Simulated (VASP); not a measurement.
# AlCu3 (P-4m2) in VASP: notebook

Runs on AlCu3. Level: LDA. Tasks: single point.

Program: VASP 6.6.1. These are calculated values, not measurements. Logs are shortened: lines on timing, memory, paths and dates and some standing lists are left out, and cuts for length are marked.

## (1) The cell of the first run

It takes space group P-4m2 (No. 115, tetragonal). Conventional cell: a = 3.679 Å, b = 3.679 Å, c = 3.679 Å, α = 90.00°, β = 90.00°, γ = 90.00°. Within 3.4 Å of Al (site symmetry -4m2) lie 12 Cu at 2.56 to 2.64 Å. Within 3.4 Å of Cu (site symmetry 2mm) lie 4 Al at 2.56 to 2.64 Å and 8 Cu at 2.56 to 2.64 Å. Within 3.4 Å of Cu (site symmetry -4m2) lie 8 Cu at 2.56 to 2.64 Å and 4 Al at 2.60 Å.

## (2) Single point, LDA

The input, INCAR:

```
SYSTEM = AlCu3
ALGO = Fast ; EDIFF = 1E-6
ENCUT = 520 ; GGA = CA
ISIF = 2 ; ISMEAR = 0
LASPH = .TRUE. ; LCHARG = .FALSE.
LREAL = .FALSE. ; LWAVE = .FALSE.
NBANDS = 26 ; NELM = 60
PREC = Accurate ; SIGMA = 0.15
```

The input, KPOINTS:

```
k-points
0
G
  12 12 12
  0 0 0
```

The input, POSCAR:

```
AlCu3
1.0
    3.6787514798      0.0000000000      0.0000000000
    0.0000000000      3.6787514798      0.0000000000
    0.0000000000      0.0000000000      3.6787514798
Al Cu
1 3
Direct
    0.0000000000      0.0000000000      0.0000000000
    0.5000000000      0.4839510768      0.0000000000
    0.5000000000      0.0000000000      0.5000000000
    0.0000000000      0.5160489232      0.5000000000
```

Potentials or basis: VASP PAW LDA potentials, release 64 (Al, Cu).

Command:

```sh
$ cat potpaw_LDA.64/Al/POTCAR potpaw_LDA.64/Cu/POTCAR > POTCAR
$ mpirun -np 1 vasp_std > vasp.out
```

OUTCAR:

```text
SYSTEM = AlCu3
   EDIFF = 1E-6
   ENCUT = 520
   GGA = CA
   ISIF = 2
   ISMEAR = 0
   LASPH = .TRUE.
   LREAL = .FALSE.
   NELM = 60
   PREC = Accurate

 ion  position               nearest neighbor table
   1  0.000  0.000  0.000-   2 2.56   4 2.56   4 2.56   2 2.56   3 2.60   3 2.60   3 2.60   3 2.60
                             4 2.64   4 2.64   2 2.64   2 2.64
   2  0.500  0.484  0.000-   1 2.56   3 2.56   3 2.56   1 2.56   4 2.60   4 2.60   4 2.60   4 2.60
                             1 2.64   3 2.64   1 2.64   3 2.64
   3  0.500  0.000  0.500-   2 2.56   4 2.56   2 2.56   4 2.56   1 2.60   1 2.60   1 2.60   1 2.60
                             4 2.64   4 2.64   2 2.64   2 2.64
   4  0.000  0.516  0.500-   1 2.56   3 2.56   1 2.56   3 2.56   2 2.60   2 2.60   2 2.60   2 2.60
                             1 2.64   3 2.64   1 2.64   3 2.64

  LATTYP: Found a simple cubic cell.
 ALAT       =     3.6787514798

  Lattice vectors:

 A1 = (   3.6787514798,   0.0000000000,   0.0000000000)
 A2 = (   0.0000000000,   3.6787514798,   0.0000000000)
 A3 = (   0.0000000000,   0.0000000000,   3.6787514798)

Analysis of symmetry for initial positions (statically):
=====================================================================
 Subroutine PRICEL returns:
 Original cell was already a primitive cell.

 Routine SETGRP: Setting up the symmetry group for a
 simple cubic supercell.

 Subroutine GETGRP returns: Found  8 space group operations
 (whereof  8 operations were pure point group operations)
 out of a pool of 48 trial point group operations.

The static configuration has the point symmetry D_2d.

Analysis of symmetry for dynamics (positions and initial velocities):
=====================================================================
 Subroutine PRICEL returns:
 Original cell was already a primitive cell.

 Routine SETGRP: Setting up the symmetry group for a
 simple cubic supercell.

 Subroutine GETGRP returns: Found  8 space group operations
 (whereof  8 operations were pure point group operations)
 out of a pool of 48 trial point group operations.

The dynamic configuration has the point symmetry D_2d.

 Subroutine INISYM returns: Found  8 space group operations
 (whereof  8 operations are pure point group operations),
 and found     1 'primitive' translations

----------------------------------------------------------------------------------------

                                     Primitive cell

  volume of cell :      49.7853

  direct lattice vectors                    reciprocal lattice vectors
     3.678751480  0.000000000  0.000000000     0.271831355  0.000000000  0.000000000
     0.000000000  3.678751480  0.000000000     0.000000000  0.271831355  0.000000000
     0.000000000  0.000000000  3.678751480     0.000000000  0.000000000  0.271831355

  length of vectors
     3.678751480  3.678751480  3.678751480     0.271831355  0.271831355  0.271831355

  position of ions in fractional coordinates (direct lattice)
     0.000000000  0.000000000  0.000000000
     0.500000000  0.483951077  0.000000000
     0.500000000  0.000000000  0.500000000
     0.000000000  0.516048923  0.500000000

  ion indices of the primitive-cell ions
   primitive index   ion index
                 1           1
                 2           2
                 3           3
                 4           4

----------------------------------------------------------------------------------------

 KPOINTS: k-points

Automatic generation of k-mesh.
 Grid dimensions read from file:
 generate k-points for:   12   12   12

 Generating k-lattice:

  Cartesian coordinates                     Fractional coordinates (reciprocal lattice)
     0.022652613  0.000000000  0.000000000     0.083333333  0.000000000  0.000000000
     0.000000000  0.022652613  0.000000000     0.000000000  0.083333333  0.000000000
     0.000000000  0.000000000  0.022652613     0.000000000  0.000000000  0.083333333

  Length of vectors
     0.022652613  0.022652613  0.022652613

  Shift w.r.t. Gamma in fractional coordinates (k-lattice)
     0.000000000  0.000000000  0.000000000

 Subroutine IBZKPT returns following result:
 ===========================================

 Found    196 irreducible k-points:

 Following reciprocal coordinates:
            Coordinates               Weight
  0.000000  0.000000  0.000000      1.000000
  0.083333  0.000000  0.000000      4.000000
  0.000000  0.083333  0.000000      2.000000
  0.166667  0.000000  0.000000      4.000000
  0.000000  0.166667  0.000000      2.000000
  0.250000  0.000000  0.000000      4.000000
[... 16 lines left out ...]
  0.000000  0.333333  0.083333      8.000000
  0.083333  0.000000  0.333333      8.000000
 [... further k-points ...]
   k-points           NKPTS =    196   k-points in BZ     NKDIM =    196   number of bands    NBANDS=     26
   number of dos      NEDOS =    301   number of ions     NIONS =      4
   total plane-waves  NPLWV =  21952
   dimension x,y,z NGX =    28 NGY =   28 NGZ =   28
   dimension x,y,z NGXF=    56 NGYF=   56 NGZF=   56
   ions per type =               1   3
   NGX,Y,Z   is equivalent  to a cutoff of  12.65, 12.65, 12.65 a.u.
   NGXF,Y,Z  is equivalent  to a cutoff of  25.31, 25.31, 25.31 a.u.
 SYSTEM =  AlCu3
   PREC   = accura    normal or accurate (medium, high low for compatibility)
   ISTART =      0    job   : 0-new  1-cont  2-samecut
   ICHARG =      2    charge: 1-file 2-atom 10-const
   ISPIN  =      1    spin polarized calculation?
   LNONCOLLINEAR =      F non collinear calculations
   LSORBIT =      F    spin-orbit coupling
   LASPH  =      T    aspherical Exc in radial PAW
   ENCUT  =  520.0 eV  38.22 Ry    6.18 a.u.   6.84  6.84  6.84*2*pi/ulx,y,z
   NELM   =     60;   NELMIN=  2; NELMDL= -5     # of ELM steps
   EDIFF  = 0.1E-05   stopping-criterion for ELM
   LREAL  =      F    real-space projection
   EDIFFG = 0.1E-04   stopping-criterion for IOM
   NSW    =      0    number of steps for IOM
   IBRION =     -1    ionic relax: 0-MD 1-quasi-New 2-CG
   NFREE  =      0    steps in history (QN), initial steepest desc. (CG)
   ISIF   =      2    stress and relaxation
   ISYM   =      2    0-nonsym 1-usesym 2-fastsym
   POTIM  = 0.5000    time-step for ionic-motion
   TEBEG  =    0.0;   TEEND  =   0.0 temperature during run
   PSTRESS=    0.0 pullay stress
   NELECT =      36.0000    total number of electrons
   NUPDOWN=      -1.0000    fix difference up-down
   EMIN   =  10.00;   EMAX   =-10.00  energy-range for DOS
   EFERMI =   0.00;   METHOD = LEGACY
   ISMEAR =     0;   SIGMA  =   0.15  broadening in eV -4-tet -1-fermi 0-gaus
   EFERMI_NEDOS =   21; number of points for ismear=-14 and -15
   IALGO  =     68    algorithm
   IMIX   =      4    mixing-type and parameters
     AMIX     =   0.40;   BMIX     =  1.00
     AMIX_MAG =   1.60;   BMIX_MAG =  1.00
  volume/ion in A,a.u.               =      12.45        83.99
  Fermi-wavevector in a.u.,A,eV,Ry     =   1.469406  2.776775 29.377083  2.159155
  Thomas-Fermi vector in A             =   2.584787
   LORBIT       =      0    0 simple, 1 ext, 2 COOP (PROOUT), +10 PAW based schemes
   GGA     = CA    functional components
   LHFCALC =     F    Hartree Fock is set to
   AEXX    =    0.0000 exact exchange contribution
   IVDW    =     0    specifies the selected vdW correction
   LEPSILON=     F    determine dielectric tensor
   LRPA    =     F    only Hartree local field effects (RPA)
 non-spin polarized calculation
 RMM-DIIS sequential band-by-band and
 Gauss-broadening in eV      SIGMA  =   0.15
  energy-cutoff  :      520.00
  volume of cell :       49.79
 maximum number of plane-waves:      1376
 NGX is ok and might be reduce to    28
   NGX = 13   NGY = 13   NGZ = 13

 number of electron      36.0000088 magnetization

 Free energy of the ion-electron system (eV)
  ---------------------------------------------------
  ext. energy  EPLUGINS =         0.00000000
  ---------------------------------------------------
  free energy    TOTEN  =       -18.98380423 eV

  energy without entropy =      -18.97291553  energy(sigma->0) =      -18.97835988

 E-fermi :   8.0647     XC(G=0): -12.4606

 val. band max:        8.0551234814   @ k =   0.0833   0.0000   0.0000
 cond. band min:       8.1061895504   @ k =   0.1667   0.0833   0.0833
 fundamental gap:      0.0510660690
 Fermi energy:         8.0646671013

 k-point     1 :       0.0000    0.0000    0.0000
  band No.  band energies     occupation
      1      -2.3309      2.00000
      2       2.8308      2.00000
      3       3.3688      2.00000
      4       3.3791      2.00000
      5       3.6134      2.00000
      6       3.6134      2.00000
[... 18 lines left out ...]
     25      18.3031      0.00000
     26      19.6389      0.00000

 k-point     2 :       0.0833    0.0000    0.0000
  band No.  band energies     occupation
      1      -2.2521      2.00000
      2       2.8518      2.00000
      3       3.3388      2.00000
      4       3.4165      2.00000
      5       3.6143      2.00000
      6       3.6260      2.00000
[... 18 lines left out ...]
     25      18.0206      0.00000
     26      19.2154      0.00000

 k-point     3 :       0.0000    0.0833    0.0000
  band No.  band energies     occupation
      1      -2.2521      2.00000
      2       2.8524      2.00000
      3       3.3435      2.00000
      4       3.4127      2.00000
      5       3.6246      2.00000
      6       3.6246      2.00000
[... 18 lines left out ...]
     25      18.0180      0.00000
     26      19.2017      0.00000

 k-point     4 :       0.1667    0.0000    0.0000
  band No.  band energies     occupation
      1      -2.0172      2.00000
      2       2.8763      2.00000
      3       3.2443      2.00000
      4       3.5276      2.00000
      5       3.6401      2.00000
      6       3.6652      2.00000
[... 18 lines left out ...]
     25      17.3562      0.00000
     26      18.2038      0.00000
[... 496 lines left out ...]
      1      -1.0281      2.00000
      2       2.1192      2.00000
      3       3.3453      2.00000
      4       3.7227      2.00000
      5       3.7243      2.00000
      6       3.8641      2.00000
[... 18 lines left out ...]
     25      17.0731      0.00000
     26      18.7080      0.00000

 k-point    23 :       0.0000    0.3333    0.0833
  band No.  band energies     occupation
      1      -1.0286      2.00000
      2       2.1214      2.00000
      3       3.3504      2.00000
      4       3.7300      2.00000
      5       3.7420      2.00000
      6       3.8688      2.00000
[... 18 lines left out ...]
     25      17.0630      0.00000
     26      18.7164      0.00000

 k-point    24 :       0.0833    0.0000    0.3333
  band No.  band energies     occupation
      1      -1.0281      2.00000
      2       2.1191      2.00000
      3       3.3462      2.00000
      4       3.7176      2.00000
      5       3.7321      2.00000
      6       3.8585      2.00000
[... 18 lines left out ...]
     25      17.0656      0.00000
     26      18.7045      0.00000

 [... further k-points ...]
[... 5 lines left out ...]
  --------------------------------------------------------------------------------------
  -------------------------------------------------------------------------------------
  Total       -2.9756873     -2.9549491     -2.9756873      0.0000000      0.0000000     -0.0000000
  in kB      -95.7627319    -95.0953396    -95.7627319      0.0000000      0.0000000     -0.0000000
  external PRESSURE =     -95.5402678 kB  Pullay stress =       0.0000000 kB

 VOLUME and BASIS-vectors are now :
 -----------------------------------------------------------------------------
  energy-cutoff  :      520.00
  volume of cell :       49.79
      direct lattice vectors                 reciprocal lattice vectors
     3.678751480  0.000000000  0.000000000     0.271831355  0.000000000  0.000000000
     0.000000000  3.678751480  0.000000000     0.000000000  0.271831355  0.000000000
     0.000000000  0.000000000  3.678751480     0.000000000  0.000000000  0.271831355

 POSITION                                       TOTAL-FORCE (eV/Angst)
 -----------------------------------------------------------------------------------
      0.00000      0.00000      0.00000         0.000000      0.000000      0.000000
      1.83938      1.78034      0.00000        -0.000000      0.276761     -0.000000
      1.83938      0.00000      1.83938         0.000000      0.000000      0.000000
      0.00000      1.89842      1.83938         0.000000     -0.276761      0.000000
 -----------------------------------------------------------------------------------
    total drift:                                0.000000     -0.000000     -0.000000

  FREE ENERGIE OF THE ION-ELECTRON SYSTEM (eV)
  ---------------------------------------------------
  free  energy   TOTEN  =       -18.9838042343 eV

  energy  without entropy=      -18.9729155335  energy(sigma->0) =      -18.97835988
```

It took 2.3 min on 1 thread of Intel Xeon Platinum 8488C (Sapphire Rapids), shared host; peak memory 0.3 GiB.

Results:

```yaml
Free_energy: -18.9838 eV
Pressure: -9.6 GPa
Largest_force: 0.277 eV/Å
Band_gap_on_the_k_mesh: zero (band 18 reaches 11.74 eV, above the bottom of band 19 at 6.34 eV)
```

Forces on the atoms (eV/Å):
```
Al   0.000  0.000  0.000
Cu   0.000  0.277  0.000
Cu   0.000  0.000  0.000
Cu   0.000 -0.277  0.000
```

(Part 1 of 2 ends here.)
